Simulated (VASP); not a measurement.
Wanted: the native input for a VASP 6.6.1 run.

```yaml
Task: single point
Functional: PBEsol
Potentials_or_basis: VASP PAW PBE potentials, release 64 (Ta_pv, Si)
Cutoff: 520 eV
k_mesh: 12 × 12 × 6
Occupations: gaussian, width 0.15 eV
Spin: no spin polarisation
Dipole_correction: no
Further_INCAR_settings: ALGO = Normal; EDIFF = 1e-06; NBANDS = 38
```

The structure of TaSi2 lies in POSCAR:

```
TaSi2
1.0
    4.8324050952      0.0000000000      0.0000000000
   -2.4162025476      4.1231384964      0.0000000000
    0.0000000000      0.0000000000      6.5561430355
Ta Si
3 6
Direct
    0.5000000000      0.0000000000      0.0000000000
    0.5000000000      0.5000000000      0.6666666667
    0.0000000000      0.5000000000      0.3333333333
    0.1592827538      0.3185655076      0.0000000000
    0.8407172462      0.1592827538      0.6666666667
    0.6814344924      0.8407172462      0.3333333333
    0.8407172462      0.6814344924      0.0000000000
    0.1592827538      0.8407172462      0.6666666667
    0.3185655076      0.1592827538      0.3333333333
```

This cell differs from its parent crystal: strain +0.0150 x Voigt [1, 0, 0, 0, 0, 0].

One way to write it, as run:

INCAR

```
ALGO = Normal
EDIFF = 1E-6
ENCUT = 520
GGA = PS
ISIF = 2
ISMEAR = 0
LASPH = T
LCHARG = F
LREAL = F
LWAVE = F
NBANDS = 38
NELM = 60
PREC = Accurate
SIGMA = 0.15
```

KPOINTS

```
k-points
0
Gamma
  12 12 6
```

Potentials or basis: VASP PAW PBE potentials, release 64 (Ta_pv, Si).

Run with:

```bash
$ cat potpaw_PBE.64/Ta_pv/POTCAR potpaw_PBE.64/Si/POTCAR > POTCAR
$ mpirun -np 1 vasp_std > vasp.out
```

It gave:

The pressure is -2.3 GPa and the largest force is 0.077 eV/Å. The band gap on the k mesh is zero (an odd number of electrons rules out a gap without spin polarisation).

Caveat: the cell differs from its parent crystal (strain +0.0150 x Voigt [1, 0, 0, 0, 0, 0]); the PAW data sets were made with another functional, which shifts forces and pressure a little; spin-orbit coupling is left out, which moves the levels of the heavy elements.

Wall time 4.9 min on 1 thread of Intel(R) Xeon(R) 6975P-C (Granite Rapids), with other jobs on the host, peak memory 0.71 GiB.
